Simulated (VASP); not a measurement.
# Cd7S (P-6m2) in VASP: notebook

The runs below take Cd7S through relaxation of cell and atoms, single point, with PBE.

All numbers are computed with VASP 6.6.1; they aren't measurements. Logs are shortened: lines on timing, memory, paths and dates and some standing lists are left out, and cuts for length are marked.

### Step 1. The cell of the first run

Symmetry: P-6m2, No. 187, hexagonal system. The conventional cell has a = 6.965 Å, b = 6.965 Å, c = 5.552 Å, α = 90.00°, β = 90.00°, γ = 120.00°. Within 4.5 Å of Cd (site symmetry mm2) lie 10 Cd at 3.42 to 3.49 Å and 2 S at 3.48 Å. Cd (site symmetry mm2) has 10 Cd at 3.42 to 3.54 Å and 2 S at 3.45 Å within 4.5 Å. Cd (site symmetry -6m2) has 12 Cd at 3.42 to 3.48 Å within 4.5 Å. S (site symmetry -6m2) has 12 Cd at 3.45 to 3.48 Å within 4.5 Å.

The cell was built from a structure type or drawn by symmetry, and may not be a known phase.

### Step 2. Relaxation of cell and atoms, PBE

Input file INCAR:

```
ALGO = Normal ; EDIFF = 1E-6
EDIFFG = -0.08 ; ENCUT = 600
GGA = PE ; IBRION = 2
ISIF = 3 ; ISMEAR = 0
LASPH = True ; LCHARG = False
LREAL = False ; LWAVE = False
NELM = 100 ; NSW = 36
PREC = Accurate ; SIGMA = 0.2
```

Input file KPOINTS:

```
k-points
0
Gamma
  3 3 3
```

Input file POSCAR:

```
Cd7S
1.0
    6.9651523400      0.0000000000      0.0000000000
   -3.4825761700      6.0319988700      0.0000000000
    0.0000000000      0.0000000000      5.5517106200
Cd S
7 1
Direct
    0.4996277400      0.9992554800      0.0000000000
    0.4996277400      0.5003722600      0.0000000000
    0.0007445200      0.5003722600      0.0000000000
    0.3392522600      0.1696261300      0.5000000000
    0.8303738700      0.1696261300      0.5000000000
    0.8303738700      0.6607477400      0.5000000000
    0.3333333300      0.6666666700      0.5000000000
    0.0000000000      0.0000000000      0.0000000000
```

Potentials or basis: VASP PAW PBE potentials, release 64 (Cd, S).

The run is started by

```console
$ cat potpaw_PBE.64/Cd/POTCAR potpaw_PBE.64/S/POTCAR > POTCAR
$ mpirun -np 1 vasp_std > vasp.out
```

OUTCAR:

```text
EDIFF = 1E-6
   EDIFFG = -0.08
   ENCUT = 600
   GGA = PE
   IBRION = 2
   ISIF = 3
   ISMEAR = 0
   LASPH = True
   LREAL = False
   NELM = 100
   NSW = 36
   PREC = Accurate

 ion  position               nearest neighbor table
   1  0.500  0.999  0.000-   4 3.42   4 3.42   5 3.42   5 3.42   7 3.42   7 3.42   2 3.47   3 3.47
                             3 3.49   2 3.49
   2  0.500  0.500  0.000-   6 3.42   6 3.42   4 3.42   4 3.42   7 3.42   7 3.42   3 3.47   1 3.47
                             3 3.49   1 3.49
   3  0.001  0.500  0.000-   6 3.42   6 3.42   5 3.42   5 3.42   7 3.42   7 3.42   2 3.47   1 3.47
                             2 3.49   1 3.49
   4  0.339  0.170  0.500-   1 3.42   1 3.42   2 3.42   2 3.42   5 3.42   6 3.42   7 3.48   7 3.48
                             5 3.54   6 3.54
   5  0.830  0.170  0.500-   1 3.42   1 3.42   3 3.42   3 3.42   4 3.42   6 3.42   7 3.48   7 3.48
                             4 3.54   6 3.54
   6  0.830  0.661  0.500-   3 3.42   3 3.42   2 3.42   2 3.42   4 3.42   5 3.42   7 3.48   7 3.48
                             5 3.54   4 3.54
   7  0.333  0.667  0.500-   3 3.42   3 3.42   1 3.42   1 3.42   2 3.42   2 3.42   6 3.48   4 3.48
                             5 3.48   5 3.48   6 3.48   4 3.48
   8  0.000  0.000  0.000-

  LATTYP: Found a hexagonal cell.
 ALAT       =     6.9651523400
 C/A-ratio  =     0.7970695182

  Lattice vectors:

 A1 = (   6.9651523400,   0.0000000000,   0.0000000000)
 A2 = (  -3.4825761700,   6.0319988700,   0.0000000000)
 A3 = (   0.0000000000,   0.0000000000,   5.5517106200)

Analysis of symmetry for initial positions (statically):
=====================================================================
 Subroutine PRICEL returns:
 Original cell was already a primitive cell.

 Routine SETGRP: Setting up the symmetry group for a
 hexagonal supercell.

 Subroutine GETGRP returns: Found 12 space group operations
 (whereof 12 operations were pure point group operations)
 out of a pool of 24 trial point group operations.

The static configuration has the point symmetry D_3h.

Analysis of symmetry for dynamics (positions and initial velocities):
=====================================================================
 Subroutine PRICEL returns:
 Original cell was already a primitive cell.

 Routine SETGRP: Setting up the symmetry group for a
 hexagonal supercell.

 Subroutine GETGRP returns: Found 12 space group operations
 (whereof 12 operations were pure point group operations)
 out of a pool of 24 trial point group operations.

The dynamic configuration has the point symmetry D_3h.

 Subroutine INISYM returns: Found 12 space group operations
 (whereof 12 operations are pure point group operations),
 and found     1 'primitive' translations

----------------------------------------------------------------------------------------

                                     Primitive cell

  volume of cell :     233.2484

  direct lattice vectors                    reciprocal lattice vectors
     6.965152340  0.000000000  0.000000000     0.143571878  0.082891262  0.000000000
    -3.482576170  6.031998870  0.000000000     0.000000000  0.165782524  0.000000000
     0.000000000  0.000000000  5.551710620     0.000000000  0.000000000  0.180124662

  length of vectors
     6.965152340  6.965152342  5.551710620     0.165782524  0.165782524  0.180124662

  position of ions in fractional coordinates (direct lattice)
     0.499627740  0.999255480  0.000000000
     0.499627740  0.500372260  0.000000000
     0.000744520  0.500372260  0.000000000
     0.339252260  0.169626130  0.500000000
     0.830373870  0.169626130  0.500000000
     0.830373870  0.660747740  0.500000000
     0.333333330  0.666666670  0.500000000
     0.000000000  0.000000000  0.000000000

  ion indices of the primitive-cell ions
   primitive index   ion index
                 1           1
                 2           2
                 3           3
                 4           4
                 5           5
                 6           6
                 7           7
                 8           8

----------------------------------------------------------------------------------------

 KPOINTS: k-points

Automatic generation of k-mesh.
 Grid dimensions read from file:
 generate k-points for:    3    3    3

 Generating k-lattice:

  Cartesian coordinates                     Fractional coordinates (reciprocal lattice)
     0.047857293  0.027630421  0.000000000     0.333333333  0.000000000  0.000000000
     0.000000000  0.055260841  0.000000000     0.000000000  0.333333333  0.000000000
     0.000000000  0.000000000  0.060041554     0.000000000  0.000000000  0.333333333

  Length of vectors
     0.055260841  0.055260841  0.060041554

  Shift w.r.t. Gamma in fractional coordinates (k-lattice)
     0.000000000  0.000000000  0.000000000

 Subroutine IBZKPT returns following result:
 ===========================================

 Found      6 irreducible k-points:

 Following reciprocal coordinates:
            Coordinates               Weight
  0.000000  0.000000  0.000000      1.000000
  0.333333  0.000000  0.000000      6.000000
  0.333333  0.333333  0.000000      2.000000
  0.000000  0.000000  0.333333      2.000000
  0.333333  0.000000  0.333333     12.000000
  0.333333  0.333333  0.333333      4.000000
   k-points           NKPTS =      6   k-points in BZ     NKDIM =      6   number of bands    NBANDS=     54
   number of dos      NEDOS =    301   number of ions     NIONS =      8
   total plane-waves  NPLWV = 150528
   dimension x,y,z NGX =    56 NGY =   56 NGZ =   48
   dimension x,y,z NGXF=   112 NGYF=  112 NGZF=   96
   ions per type =               7   1
   NGX,Y,Z   is equivalent  to a cutoff of  13.37, 13.37, 14.37 a.u.
   NGXF,Y,Z  is equivalent  to a cutoff of  26.73, 26.73, 28.75 a.u.
 SYSTEM =  unknown system
   PREC   = accura    normal or accurate (medium, high low for compatibility)
   ISTART =      0    job   : 0-new  1-cont  2-samecut
   ICHARG =      2    charge: 1-file 2-atom 10-const
   ISPIN  =      1    spin polarized calculation?
   LNONCOLLINEAR =      F non collinear calculations
   LSORBIT =      F    spin-orbit coupling
   LASPH  =      T    aspherical Exc in radial PAW
   ENCUT  =  600.0 eV  44.10 Ry    6.64 a.u.  13.91 13.91 11.09*2*pi/ulx,y,z
   NELM   =    100;   NELMIN=  2; NELMDL= -5     # of ELM steps
   EDIFF  = 0.1E-05   stopping-criterion for ELM
   LREAL  =      F    real-space projection
   EDIFFG = -.8E-01   stopping-criterion for IOM
   NSW    =     36    number of steps for IOM
   IBRION =      2    ionic relax: 0-MD 1-quasi-New 2-CG
   NFREE  =      1    steps in history (QN), initial steepest desc. (CG)
   ISIF   =      3    stress and relaxation
   ISYM   =      2    0-nonsym 1-usesym 2-fastsym
   POTIM  = 0.5000    time-step for ionic-motion
   TEBEG  =    0.0;   TEEND  =   0.0 temperature during run
   PSTRESS=    0.0 pullay stress
   NELECT =      90.0000    total number of electrons
   NUPDOWN=      -1.0000    fix difference up-down
   EMIN   =  10.00;   EMAX   =-10.00  energy-range for DOS
   EFERMI =   0.00;   METHOD = LEGACY
   ISMEAR =     0;   SIGMA  =   0.20  broadening in eV -4-tet -1-fermi 0-gaus
   EFERMI_NEDOS =   21; number of points for ismear=-14 and -15
   IALGO  =     38    algorithm
   IMIX   =      4    mixing-type and parameters
     AMIX     =   0.40;   BMIX     =  1.00
     AMIX_MAG =   1.60;   BMIX_MAG =  1.00
  volume/ion in A,a.u.               =      29.16       196.75
  Fermi-wavevector in a.u.,A,eV,Ry     =   1.191835  2.252241 19.326674  1.420470
  Thomas-Fermi vector in A             =   2.327887
   LORBIT       =      0    0 simple, 1 ext, 2 COOP (PROOUT), +10 PAW based schemes
   GGA     = PE    functional components
   LHFCALC =     F    Hartree Fock is set to
   AEXX    =    0.0000 exact exchange contribution
   IVDW    =     0    specifies the selected vdW correction
   LEPSILON=     F    determine dielectric tensor
   LRPA    =     F    only Hartree local field effects (RPA)
 conjugate gradient relaxation of ions
 non-spin polarized calculation
 Gauss-broadening in eV      SIGMA  =   0.20
  energy-cutoff  :      600.00
  volume of cell :      233.25
 maximum number of plane-waves:      7812
 NGX is ok and might be reduce to    56
   NGX = 27   NGY = 27   NGZ = 23

--------------------------------------- Ionic step        1  -------------------------------------------

 number of electron      89.9999993 magnetization

 Free energy of the ion-electron system (eV)
  ---------------------------------------------------
  ext. energy  EPLUGINS =         0.00000000
  ---------------------------------------------------
  free energy    TOTEN  =        -7.68196224 eV

  energy without entropy =       -7.56548178  energy(sigma->0) =       -7.62372201

------------------------ aborting loop because EDIFF is reached ----------------------------------------

  FORCE on cell =-STRESS in cart. coord.  units (eV):
  Direction    XX          YY          ZZ          XY          YZ          ZX
  --------------------------------------------------------------------------------------
  -------------------------------------------------------------------------------------
  Total       -6.9859501     -6.9859501     -7.1794604      0.0000000      0.0000000      0.0000000
  in kB      -47.9863113    -47.9863114    -49.3155285      0.0000000      0.0000000      0.0000000
  external PRESSURE =     -48.4293837 kB  Pullay stress =       0.0000000 kB
[... 29 lines left out ...]
--------------------------------------- Ionic step        2  -------------------------------------------

 number of electron      90.0000003 magnetization

 E-fermi :   1.8668     XC(G=0):  -9.9943

 val. band max:        1.8549847068   @ k =   0.3333   0.0000   0.0000
 cond. band min:       1.9408120134   @ k =   0.3333   0.3333   0.0000
 fundamental gap:      0.0858273067
 Fermi energy:         1.8667720057

 k-point     1 :       0.0000    0.0000    0.0000
  band No.  band energies     occupation
      1     -10.0676      2.00000
      2      -7.2977      2.00000
      3      -7.2720      2.00000
      4      -7.2720      2.00000
      5      -7.1235      2.00000
      6      -7.1235      2.00000
[... 408 lines left out ...]
  FREE ENERGIE OF THE ION-ELECTRON SYSTEM (eV)
  ---------------------------------------------------
  free  energy   TOTEN  =        -8.7656668332 eV

  energy  without entropy=       -8.6206076484  energy(sigma->0) =       -8.69313724

[... ionic steps 4 to 13 ...]

--------------------------------------- Ionic step       14  -------------------------------------------

 number of electron      90.0000000 magnetization

------------------------ aborting loop because EDIFF is reached ----------------------------------------
[... 79 lines left out ...]
--------------------------------------- Ionic step       16  -------------------------------------------

 number of electron      90.0000007 magnetization

 Free energy of the ion-electron system (eV)
  ---------------------------------------------------
  ext. energy  EPLUGINS =         0.00000000
  ---------------------------------------------------
  free energy    TOTEN  =        -9.34316707 eV

  energy without entropy =       -9.28567344  energy(sigma->0) =       -9.31442026

 E-fermi :   2.4798     XC(G=0): -10.5736

 val. band max:        2.4726437523   @ k =   0.3333   0.3333   0.0000
 cond. band min:       2.4944121494   @ k =   0.0000   0.0000   0.0000
 fundamental gap:      0.0217683971
 Fermi energy:         2.4797897122

 k-point     1 :       0.0000    0.0000    0.0000
  band No.  band energies     occupation
      1      -9.7677      2.00000
      2      -7.1326      2.00000
      3      -7.1326      2.00000
      4      -7.1265      2.00000
      5      -6.9756      2.00000
      6      -6.8881      2.00000
[... 366 lines left out ...]
  FREE ENERGIE OF THE ION-ELECTRON SYSTEM (eV)
  ---------------------------------------------------
  free  energy   TOTEN  =        -9.3431670716 eV

  energy  without entropy=       -9.2856734435  energy(sigma->0) =       -9.31442026

 reached required accuracy - stopping structural energy minimisation
```

Run time: 8.6 min. Hardware: 1 thread of Intel Xeon 6975P-C (Granite Rapids), shared host; peak memory 0.45 GiB.

Results:

```
Free energy                           : -9.3432 eV
Relaxed volume                        : 22.70 Å³/atom
Relaxed cell                          : a = 5.974 Å, b = 5.974 Å, c = 5.876 Å, α = 90.00°, β = 90.00°, γ = 120.00°
Space group after relaxing (to 0.1 Å) : P-6m2 (No. 187)
Energy gained by relaxing             : 207.7 meV/atom
Ionic steps                           : 16
Pressure after relaxing               : 0.1 GPa
Largest force after relaxing          : 0.029 eV/Å
Band gap on the k mesh                : zero (bands 45 and 46 overlap by 0.06 eV)
```

Forces on the atoms (eV/Å):
```
Cd   0.000  0.009  0.000
Cd   0.008 -0.004  0.000
Cd  -0.008 -0.004  0.000
Cd   0.025  0.014  0.000
Cd  -0.025  0.014  0.000
Cd   0.000 -0.029  0.000
Cd   0.000  0.000  0.000
S    0.000  0.000  0.000
```

Stress tensor (GPa, compression positive):
```
0.01 0.00 0.00
0.00 0.01 0.00
0.00 0.00 0.15
```

The path:
```
step  energy change (eV)  largest force (eV/Å)  pressure (GPa)  volume (Å³)
   1              0.0000                0.2837           -4.84       233.25
   2             -0.7787                0.2927           -3.49       204.74
   3             -1.0837                0.2630           -0.41       183.02
   4             -1.0861                0.2594            0.22       180.32
   5             -1.0865                0.2608            0.00       181.29
   6             -1.1923                0.1755            0.19       179.13
   7             -1.4667                0.2424            2.02       172.16
   8             -1.4500                0.5820            3.74       168.57
   9             -1.4758                0.3792            2.70       170.59
  10             -1.5255                0.4223            2.37       171.97
  11             -1.5824                0.5652            1.97       175.81
  12             -1.6278                0.3935            0.89       178.85
  13             -1.6485                0.2007           -0.38       183.09
  14             -1.6485                0.2063           -0.35       182.95
  15             -1.6540                0.1586           -0.24       182.57
  16             -1.6612                0.0290            0.05       181.59
```

Final structure:
```xyz
8
Lattice="5.9736 0.0000 0.0000 -2.9868 5.1733 0.0000 0.0000 0.0000 5.8760" Properties=species:S:1:pos:R:3 pbc="T T T"
Cd    0.0000    5.1694    0.0000
Cd    1.4900    2.5886    0.0000
Cd   -1.4900    2.5886    0.0000
Cd    1.4727    0.8503    2.9380
Cd    4.5009    0.8503    2.9380
Cd    2.9868    3.4727    2.9380
Cd    0.0000    3.4489    2.9380
S     5.9736    0.0000    0.0000
```

Caveat: the k points lie up to 0.40 Å⁻¹ apart in the final cell; the volume moved by over 15 % at a fixed basis, so the end points are rough; semilocal functionals underestimate gaps, so a narrow gap can read as zero.

### Step 3. Single point, PBE

This run uses another cell than the first one, of 22.88 Å³/atom.

Input file INCAR:

```
SYSTEM = Cd7S
PREC = Accurate
ENCUT = 520
EDIFF = 1E-7
ISMEAR = 0
SIGMA = 0.1
LREAL = .False.
LASPH = .True.
NELM = 100
ALGO = Normal
ISIF = 2
LWAVE = .False.
LCHARG = .False.
GGA = PE
NBANDS = 55
```

Input file KPOINTS:

```
regular mesh
0
Gamma
  6 6 6
  0 0 0
```

Input file POSCAR:

```
Cd7S
1.0
    5.9378551913      0.0000000000      0.0000000000
   -2.9689275957      5.1423334396      0.0000000000
    0.0000000000      0.0000000000      5.9933854715
Cd S
7 1
Direct
    0.4999313195      0.9998626390      0.0000000000
    0.4999313195      0.5000686805      0.0000000000
    0.0001373610      0.5000686805      0.0000000000
    0.3296011116      0.1648005558      0.5000000000
    0.8351994442      0.1648005558      0.5000000000
    0.8351994442      0.6703988884      0.5000000000
    0.3333333333      0.6666666667      0.5000000000
    0.0000000000      0.0000000000      0.0000000000
```

Potentials or basis: VASP PAW PBE potentials, release 64 (Cd, S).

The run is started by

```console
$ cat potpaw_PBE.64/Cd/POTCAR potpaw_PBE.64/S/POTCAR > POTCAR
$ mpirun -np 1 vasp_std > vasp.out
```

It took 3.2 min on 1 thread of Intel Xeon 6975P-C (Granite Rapids), shared host; peak memory 0.42 GiB.

The run converged. Its results:

```yaml
Free_energy: -9.1413 eV
Pressure: 0.2 GPa
Largest_force: 0.014 eV/Å
Band_gap_on_the_k_mesh: zero (bands 45 and 46 overlap by 0.48 eV)
```

Forces on the atoms (eV/Å):
```
Cd   0.000  0.007  0.000
Cd   0.006 -0.003  0.000
Cd  -0.006 -0.003  0.000
Cd   0.012  0.007  0.000
Cd  -0.012  0.007  0.000
Cd   0.000 -0.014  0.000
Cd   0.000  0.000  0.000
S    0.000  0.000  0.000
```

Stress tensor (GPa, compression positive):
```
0.32 0.00 0.00
0.00 0.32 0.00
0.00 0.00 0.10
```

Levels at points of the mesh, in eV from the Fermi level:
```csv
k point,band 41,band 42,band 43,band 44,band 45,band 46,band 47,band 48,band 49,band 50
"(0.00, 0.00, 0.00)",-3.30,-1.84,-1.73,-1.73,-0.34,-0.10,0.49,0.49,1.99,2.32
"(0.50, 0.00, 0.00)",-3.15,-2.80,-1.23,-0.95,-0.70,-0.01,1.00,1.63,2.05,2.28
"(0.00, 0.00, 0.50)",-2.42,-1.26,-1.26,-1.22,-0.18,-0.07,-0.07,0.20,0.20,0.68
"(0.50, 0.00, 0.50)",-3.81,-2.58,-2.19,-0.41,-0.40,0.81,1.35,3.76,3.85,3.92
```

Caveat: semilocal functionals underestimate gaps, so a narrow gap can read as zero.
